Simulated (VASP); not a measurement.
# Se (P1) in VASP: further runs

Runs on Se. Level: LDA. Tasks: electric field gradients.

All numbers are computed with VASP 6.6.1; they aren't measurements. Logs are shortened: lines on timing, memory, paths and dates and some standing lists are left out, and cuts for length are marked.

### Step 1. The cell of the first run

The typed cell holds 3 atoms: a = 4.366 Å, b = 4.385 Å, c = 4.954 Å, α = 90.21°, β = 90.57°, γ = 120.43°.

### Step 2. Electric field gradients, LDA (equal xy, yz and zx shear strains of -1 %)

INCAR

```
SYSTEM = Se
PREC = Accurate
ENCUT = 520
EDIFF = 1E-8
ISMEAR = -1
SIGMA = 0.03
LREAL = .False.
LASPH = .True.
NELM = 80
ALGO = Normal
ISIF = 2
LWAVE = .False.
LCHARG = .False.
GGA = CA
LEFG = .True.
NBANDS = 16
```

KPOINTS

```
Automatic mesh
0
Gamma
  6 6 5
  0 0 0
```

POSCAR

```
Se
1.0
    4.3661999489     -0.0218309997     -0.0218309997
   -2.2020061749      3.7921555737     -0.0079907005
   -0.0247680000     -0.0247680000      4.9536000000
Se
3
Direct
    0.2254000000      0.0000000000      0.3333333333
    0.0000000000      0.2254000000      0.6666666667
    0.7746000000      0.7746000000      0.0000000000
```

Potentials or basis: VASP PAW LDA potentials, release 64 (Se).

Started as:

```console
$ cat potpaw_LDA.64/Se/POTCAR > POTCAR
$ mpirun -np 1 vasp_std > vasp.out
```

OUTCAR:

```text
SYSTEM = Se
   PREC = Accurate
   ENCUT = 520
   EDIFF = 1E-8
   ISMEAR = -1
   LREAL = .False.
   LASPH = .True.
   NELM = 80
   ISIF = 2
   GGA = CA

 ion  position               nearest neighbor table
   1  0.225  0.000  0.333-   3 2.35   2 2.38
   2  0.000  0.225  0.667-   1 2.38   3 2.39
   3  0.775  0.775  0.000-   1 2.35   2 2.39

  LATTYP: Found a triclinic cell.
 ALAT       =     4.3663091025
 B/A-ratio  =     2.0772100272
 C/A-ratio  =     1.0043097986
 COS(alpha) =     0.0021551915
 COS(beta)  =     0.5064554505
 COS(gamma) =     0.7234117948

  Lattice vectors:

 A1 = (  -4.3661999489,   0.0218309997,   0.0218309997)
 A2 = (  -6.5551617229,  -3.7732615743,   5.0052526999)
 A3 = (  -2.2020061749,   3.7921555737,  -0.0079907005)

Analysis of symmetry for initial positions (statically):
=====================================================================
 Subroutine PRICEL returns:
 Original cell was already a primitive cell.

 Routine SETGRP: Setting up the symmetry group for a
 triclinic supercell.

 Subroutine GETGRP returns: Found  1 space group operations
 (whereof  1 operations were pure point group operations)
 out of a pool of  2 trial point group operations.

The static configuration has the point symmetry C_1 .

Analysis of symmetry for dynamics (positions and initial velocities):
=====================================================================
 Subroutine PRICEL returns:
 Original cell was already a primitive cell.

 Routine SETGRP: Setting up the symmetry group for a
 triclinic supercell.

 Subroutine GETGRP returns: Found  1 space group operations
 (whereof  1 operations were pure point group operations)
 out of a pool of  2 trial point group operations.

The dynamic configuration has the point symmetry C_1 .

 Subroutine INISYM returns: Found  1 space group operations
 (whereof  1 operations are pure point group operations),
 and found     1 'primitive' translations

----------------------------------------------------------------------------------------

                                     Primitive cell

  volume of cell :      81.7760

  direct lattice vectors                    reciprocal lattice vectors
     4.366199949 -0.021831000 -0.021831000     0.229708137  0.133389370  0.001815488
    -2.202006175  3.792155574 -0.007990700     0.001329029  0.264476794  0.001329029
    -0.024768000 -0.024768000  4.953600000     0.001014490  0.001014490  0.201883530

  length of vectors
     4.366309103  4.385127015  4.953723838     0.265634803  0.264483473  0.201888628

  position of ions in fractional coordinates (direct lattice)
     0.225400000  0.000000000  0.333333333
     1.000000000  0.225400000  0.666666667
     0.774600000  0.774600000  0.000000000

  ion indices of the primitive-cell ions
   primitive index   ion index
                 1           1
                 2           2
                 3           3

----------------------------------------------------------------------------------------

 KPOINTS: Automatic mesh

Automatic generation of k-mesh.
 Grid dimensions read from file:
 generate k-points for:    6    6    5

 Generating k-lattice:

  Cartesian coordinates                     Fractional coordinates (reciprocal lattice)
     0.038284690  0.022231562  0.000302581     0.166666667 -0.000000000 -0.000000000
     0.000221505  0.044079466  0.000221505     0.000000000  0.166666667  0.000000000
     0.000202898  0.000202898  0.040376706    -0.000000000 -0.000000000  0.200000000

  Length of vectors
     0.044272467  0.044080579  0.040377726

  Shift w.r.t. Gamma in fractional coordinates (k-lattice)
     0.000000000  0.000000000  0.000000000

 Subroutine IBZKPT returns following result:
 ===========================================

 Found     92 irreducible k-points:

 Following reciprocal coordinates:
            Coordinates               Weight
  0.000000  0.000000  0.000000      1.000000
  0.166667  0.000000 -0.000000      2.000000
  0.333333  0.000000  0.000000      2.000000
  0.500000  0.000000  0.000000      1.000000
 -0.000000  0.166667  0.000000      2.000000
  0.166667  0.166667 -0.000000      2.000000
[... 16 lines left out ...]
  0.333333  0.000000  0.200000      2.000000
  0.500000  0.000000  0.200000      2.000000
 [... further k-points ...]
   k-points           NKPTS =     92   k-points in BZ     NKDIM =     92   number of bands    NBANDS=     16
   number of dos      NEDOS =    301   number of ions     NIONS =      3
   total plane-waves  NPLWV =  46080
   dimension x,y,z NGX =    32 NGY =   36 NGZ =   40
   dimension x,y,z NGXF=    64 NGYF=   72 NGZF=   80
   ions per type =               3
   NGX,Y,Z   is equivalent  to a cutoff of  12.18, 13.65, 13.42 a.u.
   NGXF,Y,Z  is equivalent  to a cutoff of  24.37, 27.30, 26.85 a.u.
 SYSTEM =  Se
   PREC   = accura    normal or accurate (medium, high low for compatibility)
   ISTART =      0    job   : 0-new  1-cont  2-samecut
   ICHARG =      2    charge: 1-file 2-atom 10-const
   ISPIN  =      1    spin polarized calculation?
   LNONCOLLINEAR =      F non collinear calculations
   LSORBIT =      F    spin-orbit coupling
   LASPH  =      T    aspherical Exc in radial PAW
   ENCUT  =  520.0 eV  38.22 Ry    6.18 a.u.   8.12  8.15  9.21*2*pi/ulx,y,z
   NELM   =     80;   NELMIN=  2; NELMDL= -5     # of ELM steps
   EDIFF  = 0.1E-07   stopping-criterion for ELM
   LREAL  =      F    real-space projection
   EDIFFG = 0.1E-06   stopping-criterion for IOM
   NSW    =      0    number of steps for IOM
   IBRION =     -1    ionic relax: 0-MD 1-quasi-New 2-CG
   NFREE  =      0    steps in history (QN), initial steepest desc. (CG)
   ISIF   =      2    stress and relaxation
   ISYM   =      2    0-nonsym 1-usesym 2-fastsym
   POTIM  = 0.5000    time-step for ionic-motion
   TEBEG  =    0.0;   TEEND  =   0.0 temperature during run
   PSTRESS=    0.0 pullay stress
   NELECT =      18.0000    total number of electrons
   NUPDOWN=      -1.0000    fix difference up-down
   EMIN   =  10.00;   EMAX   =-10.00  energy-range for DOS
   EFERMI =   0.00;   METHOD = LEGACY
   ISMEAR =    -1;   SIGMA  =   0.03  broadening in eV -4-tet -1-fermi 0-gaus
   EFERMI_NEDOS =   21; number of points for ismear=-14 and -15
   IALGO  =     38    algorithm
   IMIX   =      4    mixing-type and parameters
     AMIX     =   0.40;   BMIX     =  1.00
     AMIX_MAG =   1.60;   BMIX_MAG =  1.00
  volume/ion in A,a.u.               =      27.26       183.95
  Fermi-wavevector in a.u.,A,eV,Ry     =   0.988455  1.867909 13.293484  0.977044
  Thomas-Fermi vector in A             =   2.119983
   LORBIT       =      0    0 simple, 1 ext, 2 COOP (PROOUT), +10 PAW based schemes
   GGA     = CA    functional components
   LHFCALC =     F    Hartree Fock is set to
   AEXX    =    0.0000 exact exchange contribution
   IVDW    =     0    specifies the selected vdW correction
   LEPSILON=     F    determine dielectric tensor
   LRPA    =     F    only Hartree local field effects (RPA)
 non-spin polarized calculation
  energy-cutoff  :      520.00
  volume of cell :       81.78
 maximum number of plane-waves:      2215
   NGX = 17   NGY = 17   NGZ = 19

 number of electron      18.0000000 magnetization

 Free energy of the ion-electron system (eV)
  ---------------------------------------------------
  ext. energy  EPLUGINS =         0.00000000
  ---------------------------------------------------
  free energy    TOTEN  =       -12.32005810 eV

  energy without entropy =      -12.32005810  energy(sigma->0) =      -12.32005810

 E-fermi :   3.1676     XC(G=0):  -9.1839

 val. band max:        2.5861144413   @ k =   0.5000   0.1667   0.4000
 cond. band min:       3.7162027207   @ k =   0.0000   0.0000   0.4000
 fundamental gap:      1.1300882795
 Fermi energy:         3.1676193072

 k-point     1 :       0.0000    0.0000    0.0000
  band No.  band energies     occupation
      1     -13.2177      2.00000
      2      -9.1401      2.00000
      3      -9.0509      2.00000
      4      -1.2069      2.00000
      5      -1.1838      2.00000
      6      -1.1194      2.00000
[... 8 lines left out ...]
     15       8.9947      0.00000
     16      10.9717      0.00000
[... 419 lines left out ...]
 k-point    24 :       0.5000    0.0000    0.2000
  band No.  band energies     occupation
      1     -12.5480      2.00000
      2     -10.3227      2.00000
      3      -8.4952      2.00000
      4      -2.5939      2.00000
      5      -2.3949      2.00000
      6      -1.0043      2.00000
[... 8 lines left out ...]
     15      11.9249      0.00000
     16      12.2304      0.00000

 [... further k-points ...]
[... 5 lines left out ...]
  --------------------------------------------------------------------------------------
  -------------------------------------------------------------------------------------
  Total       -0.6648402     -0.8796876     -0.0372211      0.1807820      0.2501631      0.3620469
  in kB      -13.0257191    -17.2350645     -0.7292447      3.5419280      4.9012591      7.0933156
  external PRESSURE =     -10.3300094 kB  Pullay stress =       0.0000000 kB

 VOLUME and BASIS-vectors are now :
 -----------------------------------------------------------------------------
  energy-cutoff  :      520.00
  volume of cell :       81.78
      direct lattice vectors                 reciprocal lattice vectors
     4.366199949 -0.021831000 -0.021831000     0.229708137  0.133389370  0.001815488
    -2.202006175  3.792155574 -0.007990700     0.001329029  0.264476794  0.001329029
    -0.024768000 -0.024768000  4.953600000     0.001014490  0.001014490  0.201883530

 POSITION                                       TOTAL-FORCE (eV/Angst)
 -----------------------------------------------------------------------------------
      0.97589     -0.01318      1.64628         0.310208      0.081451      0.164453
     -0.51284      0.83824      3.30060        -0.084753      0.149820      0.018997
      1.67638      2.92049     -0.02310        -0.225455     -0.231271     -0.183450
 -----------------------------------------------------------------------------------
    total drift:                               -0.000093      0.000019     -0.000035

  FREE ENERGIE OF THE ION-ELECTRON SYSTEM (eV)
  ---------------------------------------------------
  free  energy   TOTEN  =       -12.3200580983 eV

  energy  without entropy=      -12.3200580980  energy(sigma->0) =      -12.32005810

 Electric field gradients (V/A^2)
---------------------------------------------------------------------
 ion       V_xx      V_yy      V_zz      V_xy      V_xz      V_yz
---------------------------------------------------------------------
   1     161.788  -333.012   171.224    -7.466    -5.142   320.222
   2    -206.300    40.766   165.534  -220.232  -288.257  -167.656
   3    -211.478    43.120   168.358   211.759   277.742  -167.395
---------------------------------------------------------------------

 Electric field gradients after diagonalization (V/A^2)
 (convention: |V_zz| > |V_xx| > |V_yy|)
----------------------------------------------------------------------
 ion       V_xx      V_yy      V_zz     asymmetry (V_yy - V_xx)/ V_zz
----------------------------------------------------------------------
   1     327.043   161.442  -488.485       0.339
   2     332.149   169.741  -501.891       0.324
   3     328.192   162.530  -490.722       0.338
----------------------------------------------------------------------

           NMR quadrupolar parameters

 Cq : quadrupolar parameter    Cq=e*Q*V_zz/h
 eta: asymmetry parameters     (V_yy - V_xx)/ V_zz
 Q  : nuclear electric quadrupole moment in mb (millibarn)
----------------------------------------------------------------------
 ion       Cq(MHz)       eta       Q (mb)
----------------------------------------------------------------------
   1      -1.181       0.339       1.000
   2      -1.214       0.324       1.000
   3      -1.187       0.338       1.000
----------------------------------------------------------------------
```

It took 43 s on 1 thread of AMD EPYC 9R45 (Zen 5), shared host; peak memory 0.19 GiB.

Results:

* Free energy: -12.3201 eV
* Pressure: -1.0 GPa
* Largest force: 0.371 eV/Å
* Band gap on the k mesh: 1.13 eV (least direct gap 1.41 eV)
* Largest electric field gradient by atom: Se -488.5, -501.9, -490.7 V/Å²

Forces on the atoms (eV/Å):
```
Se   0.310  0.081  0.164
Se  -0.085  0.150  0.019
Se  -0.225 -0.231 -0.183
```

Levels at points of the mesh, in eV from the valence-band top:
```csv
k point,band 7,band 8,band 9,band 10,band 11,band 12
"(0.00, 0.00, 0.00)",-1.98,-1.97,-0.32,1.80,1.91,2.20
"(0.50, 0.00, 0.00)",-2.82,-1.71,-0.94,1.87,2.29,4.24
"(0.00, 0.50, 0.00)",-2.89,-1.72,-0.93,1.91,2.34,4.08
"(0.50, 0.50, 0.00)",-2.88,-1.72,-0.90,1.92,2.36,4.08
```

Electric field gradients, principal values (V/Å²):
```
atom    least   middle  greatest (by size)
1 Se  161.442  327.043            -488.485
2 Se  169.741  332.149            -501.891
3 Se  162.530  328.192            -490.722
```

Caveat: the cell differs from its parent crystal (equal xy, yz and zx shear strains of -1 %); without QUAD_EFG the Cq values of the log hold for a quadrupole moment of 1 mb, not for the nuclei. A k mesh can miss the band edges.

[end of part 1 of 2]
